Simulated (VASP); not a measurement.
# PbS (CsCl type) (Pm-3m) in VASP: notebook

Runs on PbS (CsCl type). Level: PBE. Tasks: density of states.

Program: VASP 6.6.1. These are calculated values, not measurements. Logs are shortened: lines on timing, memory, paths and dates and some standing lists are left out, and cuts for length are marked.

### 1 The cell of the first run

Symmetry: Pm-3m, No. 221, cubic system. The conventional cell has a = 2.992 Å, b = 2.992 Å, c = 2.992 Å, α = 90.00°, β = 90.00°, γ = 90.00°. Pb (site symmetry m-3m) has 8 S at 2.59 Å and 6 Pb at 2.99 Å within 3.4 Å. Within 3.4 Å of S (site symmetry m-3m) lie 8 Pb at 2.59 Å and 6 S at 2.99 Å.

### 2 Density of states, PBE (volume scaled by 0.55)

The input, POSCAR:

```
PbS
1.0
    2.9919464795      0.0000000000      0.0000000000
    0.0000000000      2.9919464795      0.0000000000
    0.0000000000      0.0000000000      2.9919464795
Pb S
1 1
Direct
    0.0000000000      0.0000000000      0.0000000000
    0.5000000000      0.5000000000      0.5000000000
```

The input, INCAR.step1:

```
SYSTEM = PbS
PREC = Accurate
ENCUT = 520
EDIFF = 1E-7
ISMEAR = -1
SIGMA = 0.1
LREAL = .False.
LASPH = .True.
NELM = 60
ALGO = Normal
ISIF = 2
LWAVE = .False.
LCHARG = .True.
GGA = PE
NBANDS = 17
```

The input, KPOINTS.step1:

```
regular mesh
0
Gamma
  11 11 11
  0 0 0
```

The input, INCAR.step2:

```
SYSTEM = PbS
PREC = Accurate
ENCUT = 520
EDIFF = 1E-7
ISMEAR = -5
SIGMA = 0.1
LREAL = .False.
LASPH = .True.
NELM = 60
ALGO = Normal
ISIF = 2
LWAVE = .False.
LCHARG = .False.
GGA = PE
LORBIT = 11
NEDOS = 2001
ICHARG = 11
```

The input, KPOINTS.step2:

```
regular mesh
0
Gamma
  17 17 17
  0 0 0
```

Potentials or basis: VASP PAW PBE potentials, release 64 (Pb_d, S).

Started as:

```
> cat potpaw_PBE.64/Pb_d/POTCAR potpaw_PBE.64/S/POTCAR > POTCAR
> cp INCAR.step1 INCAR
> cp KPOINTS.step1 KPOINTS
> mpirun -np 1 vasp_std > vasp.out
> cp INCAR.step2 INCAR
> cp KPOINTS.step2 KPOINTS
> mpirun -np 1 vasp_std > vasp.out
```

OUTCAR:

```text
SYSTEM = PbS
   PREC = Accurate
   ENCUT = 520
   EDIFF = 1E-7
   ISMEAR = -5
   LREAL = .False.
   LASPH = .True.
   NELM = 60
   ISIF = 2
   GGA = PE
   LORBIT = 11
   ICHARG = 11

 ion  position               nearest neighbor table
   1  0.000  0.000  0.000-   2 2.59   2 2.59   2 2.59   2 2.59   2 2.59   2 2.59   2 2.59   2 2.59

   2  0.500  0.500  0.500-   1 2.59   1 2.59   1 2.59   1 2.59   1 2.59   1 2.59   1 2.59   1 2.59

  LATTYP: Found a simple cubic cell.
 ALAT       =     2.9919464795

  Lattice vectors:

 A1 = (   2.9919464795,   0.0000000000,   0.0000000000)
 A2 = (   0.0000000000,   2.9919464795,   0.0000000000)
 A3 = (   0.0000000000,   0.0000000000,   2.9919464795)

Analysis of symmetry for initial positions (statically):
=====================================================================
 Subroutine PRICEL returns:
 Original cell was already a primitive cell.

 Routine SETGRP: Setting up the symmetry group for a
 simple cubic supercell.

 Subroutine GETGRP returns: Found 48 space group operations
[... 9 lines left out ...]

 Routine SETGRP: Setting up the symmetry group for a
 simple cubic supercell.

 Subroutine GETGRP returns: Found 48 space group operations
[... 11 lines left out ...]
                                     Primitive cell

  volume of cell :      26.7831

  direct lattice vectors                    reciprocal lattice vectors
     2.991946480  0.000000000  0.000000000     0.334230578  0.000000000  0.000000000
     0.000000000  2.991946480  0.000000000     0.000000000  0.334230578  0.000000000
     0.000000000  0.000000000  2.991946480     0.000000000  0.000000000  0.334230578

  length of vectors
     2.991946480  2.991946480  2.991946480     0.334230578  0.334230578  0.334230578

  position of ions in fractional coordinates (direct lattice)
     0.000000000  0.000000000  0.000000000
     0.500000000  0.500000000  0.500000000

  ion indices of the primitive-cell ions
   primitive index   ion index
                 1           1
                 2           2

----------------------------------------------------------------------------------------

 KPOINTS: regular mesh

Automatic generation of k-mesh.
 Grid dimensions read from file:
 generate k-points for:   17   17   17

 Generating k-lattice:

  Cartesian coordinates                     Fractional coordinates (reciprocal lattice)
     0.019660622  0.000000000  0.000000000     0.058823529  0.000000000  0.000000000
     0.000000000  0.019660622  0.000000000     0.000000000  0.058823529  0.000000000
     0.000000000  0.000000000  0.019660622     0.000000000  0.000000000  0.058823529

  Length of vectors
     0.019660622  0.019660622  0.019660622
[... 69 lines left out ...]
   EMIN   =  10.00;   EMAX   =-10.00  energy-range for DOS
   EFERMI =   0.00;   METHOD = LEGACY
   ISMEAR =    -5;   SIGMA  =   0.10  broadening in eV -4-tet -1-fermi 0-gaus
   EFERMI_NEDOS =   21; number of points for ismear=-14 and -15
   IALGO  =     38    algorithm
   IMIX   =      4    mixing-type and parameters
     AMIX     =   0.40;   BMIX     =  1.00
     AMIX_MAG =   1.60;   BMIX_MAG =  1.00
  volume/ion in A,a.u.               =      13.39        90.37
  Fermi-wavevector in a.u.,A,eV,Ry     =   1.485244  2.806703 30.013750  2.205948
  Thomas-Fermi vector in A             =   2.598680
   LORBIT       =     11    0 simple, 1 ext, 2 COOP (PROOUT), +10 PAW based schemes
   GGA     = PE    functional components
   LHFCALC =     F    Hartree Fock is set to
   AEXX    =    0.0000 exact exchange contribution
   IVDW    =     0    specifies the selected vdW correction
   LEPSILON=     F    determine dielectric tensor
   LRPA    =     F    only Hartree local field effects (RPA)
 non-spin polarized calculation
 Fermi weights with tetrahedron method with Bloechl corrections
  energy-cutoff  :      520.00
  volume of cell :       26.78
 maximum number of plane-waves:       739
 NGX is ok and might be reduce to    24

 number of electron      20.0000003 magnetization

 Free energy of the ion-electron system (eV)
  ---------------------------------------------------
  ext. energy  EPLUGINS =         0.00000000
  ---------------------------------------------------
  free energy    TOTEN  =        -3.47338351 eV

  energy without entropy =       -3.47338351  energy(sigma->0) =       -3.47338351

 E-fermi :  16.0874     XC(G=0): -13.3651

 val. band max:       16.0500273770   @ k =   0.2941   0.1765   0.1765
 cond. band min:      15.9183461276   @ k =   0.4706   0.2353   0.2353
 fundamental gap:     -0.1316812495
 Fermi energy:        16.0874371511

 k-point     1 :       0.0000    0.0000    0.0000
  band No.  band energies     occupation
      1      -3.9031      2.00000
      2      -2.7972      2.00000
      3      -2.7972      2.00000
      4      -1.6458      2.00000
      5      -1.6458      2.00000
      6      -1.6458      2.00000
      7      11.4333      2.00000
      8      11.6223      2.00000
      9      11.6223      2.00000
     10      11.6223      2.00000
     11      19.7555      0.00000
     12      19.7555      0.00000
     13      27.9328      0.00000
     14      27.9328      0.00000
[... 377 lines left out ...]
      1      -2.6178      2.00000
      2      -2.4412      2.00000
      3      -2.1923      2.00000
      4      -2.0824      2.00000
      5      -1.6478      2.00000
      6      -0.1540      2.00000
      7       2.8959      2.00000
      8      12.6547      2.00000
      9      14.4371      2.00000
     10      15.8504      1.52183
     11      18.1385      0.00000
     12      20.1282      0.00000
     13      20.5340      0.00000
     14      21.2943      0.00000

 [... further k-points ...]
[... 5 lines left out ...]
  --------------------------------------------------------------------------------------
  -------------------------------------------------------------------------------------
  Total       20.1494879     20.1494879     20.1494879      0.0000000      0.0000000      0.0000000
  in kB     1205.3498925   1205.3498925   1205.3498925      0.0000000      0.0000000      0.0000000
  external PRESSURE =    1205.3498925 kB  Pullay stress =       0.0000000 kB

 VOLUME and BASIS-vectors are now :
 -----------------------------------------------------------------------------
  energy-cutoff  :      520.00
  volume of cell :       26.78
      direct lattice vectors                 reciprocal lattice vectors
     2.991946480  0.000000000  0.000000000     0.334230578  0.000000000  0.000000000
     0.000000000  2.991946480  0.000000000     0.000000000  0.334230578  0.000000000
     0.000000000  0.000000000  2.991946480     0.000000000  0.000000000  0.334230578

 POSITION                                       TOTAL-FORCE (eV/Angst)
 -----------------------------------------------------------------------------------
      0.00000      0.00000      0.00000         0.000000      0.000000      0.000000
      1.49597      1.49597      1.49597         0.000000      0.000000      0.000000
 -----------------------------------------------------------------------------------
    total drift:                                0.000000      0.000000      0.000000

  FREE ENERGIE OF THE ION-ELECTRON SYSTEM (eV)
  ---------------------------------------------------
  free  energy   TOTEN  =        -3.4733835124 eV

  energy  without entropy=       -3.4733835124  energy(sigma->0) =       -3.47338351

 total charge

# of ion       s       p       d       tot
------------------------------------------
    1        1.430   1.002   9.990  12.423
    2        1.388   2.514   0.000   3.902
--------------------------------------------------
tot          2.819   3.516   9.990  16.325
```

OUTCAR.step1:

```text
SYSTEM = PbS
   PREC = Accurate
   ENCUT = 520
   EDIFF = 1E-7
   ISMEAR = -1
   LREAL = .False.
[... 703 lines left out ...]
      0.00000      0.00000      0.00000         0.000000      0.000000      0.000000
      1.49597      1.49597      1.49597         0.000000      0.000000      0.000000
 -----------------------------------------------------------------------------------
    total drift:                                0.000000      0.000000      0.000000

  FREE ENERGIE OF THE ION-ELECTRON SYSTEM (eV)
  ---------------------------------------------------
  free  energy   TOTEN  =        -3.4911942345 eV

  energy  without entropy=       -3.4742991987  energy(sigma->0) =       -3.48274672
```

Wall time 30 s (1 thread of Intel Xeon 6975P-C, shared host); peak memory 0.18 GiB.

Results:

```yaml
Valence_electrons_inside_the_program's_atomic_spheres: Pb 12.42; S 3.90
```

Caveat: the cell differs from its parent crystal (volume scaled by 0.55); spin-orbit coupling is left out, which moves the levels of the heavy elements; tetrahedron occupations give inexact forces and stress in metals.

### 3 Density of states, PBE

This run uses another cell than the first one, of 24.35 Å³/atom, 1.818 times its volume.

The input, POSCAR:

```
PbS
1.0
    3.6517378308      0.0000000000      0.0000000000
    0.0000000000      3.6517378308      0.0000000000
    0.0000000000      0.0000000000      3.6517378308
Pb S
1 1
Direct
    0.0000000000      0.0000000000      0.0000000000
    0.5000000000      0.5000000000      0.5000000000
```

The input, INCAR.step1:

```
SYSTEM = PbS
PREC     = Accurate       ! precision mode
ENCUT    = 520            ! plane-wave cutoff, eV
EDIFF    = 1E-6           ! SCF threshold, eV
ISMEAR   = -1             ! smearing method
SIGMA    = 0.1            ! smearing width, eV
LREAL    = .FALSE.        ! projectors in reciprocal space
LASPH    = .TRUE.         ! aspherical terms in the spheres
NELM     = 60             ! most SCF steps
ALGO     = Normal         ! electronic algorithm
ISIF     = 2              ! what is computed and relaxed
LWAVE    = .FALSE.        ! write WAVECAR
LCHARG   = .TRUE.         ! write CHGCAR
GGA      = PE             ! functional
NBANDS   = 17             ! bands
```

The input, KPOINTS.step1:

```
Automatic mesh
0
G
  11 11 11
  0 0 0
```

The input, INCAR.step2:

```
SYSTEM = PbS
PREC     = Accurate       ! precision mode
ENCUT    = 520            ! plane-wave cutoff, eV
EDIFF    = 1E-6           ! SCF threshold, eV
ISMEAR   = -5             ! smearing method
SIGMA    = 0.1            ! smearing width, eV
LREAL    = .FALSE.        ! projectors in reciprocal space
LASPH    = .TRUE.         ! aspherical terms in the spheres
NELM     = 60             ! most SCF steps
ALGO     = Normal         ! electronic algorithm
ISIF     = 2              ! what is computed and relaxed
LWAVE    = .FALSE.        ! write WAVECAR
LCHARG   = .FALSE.        ! write CHGCAR
GGA      = PE             ! functional
LORBIT   = 11             ! projections on sites
NEDOS    = 2001           ! points of the DOS
ICHARG   = 11             ! starting density
```

The input, KPOINTS.step2:

```
Automatic mesh
0
G
  17 17 17
  0 0 0
```

Potentials or basis: VASP PAW PBE potentials, release 64 (Pb_d, S).

Started as:

```
> cat potpaw_PBE.64/Pb_d/POTCAR potpaw_PBE.64/S/POTCAR > POTCAR
> cp INCAR.step1 INCAR
> cp KPOINTS.step1 KPOINTS
> mpirun -np 1 vasp_std > vasp.out
> cp INCAR.step2 INCAR
> cp KPOINTS.step2 KPOINTS
> mpirun -np 1 vasp_std > vasp.out
```

It took 55 s on 1 thread of Intel Xeon 6975P-C, shared host; peak memory 0.24 GiB.

Results (log left out):

- Valence electrons inside the program's atomic spheres: Pb 11.79; S 3.67

Levels at points of the mesh, in eV from the Fermi level:
```tsv
k point	band 7	band 8	band 9	band 10	band 11	band 12	band 13	band 14
(0.00, 0.00, 0.00)	-6.62	-1.50	-1.50	-1.50	5.59	5.59	6.64	6.64
```

Caveat: spin-orbit coupling is left out, which moves the levels of the heavy elements; tetrahedron occupations give inexact forces and stress in metals.
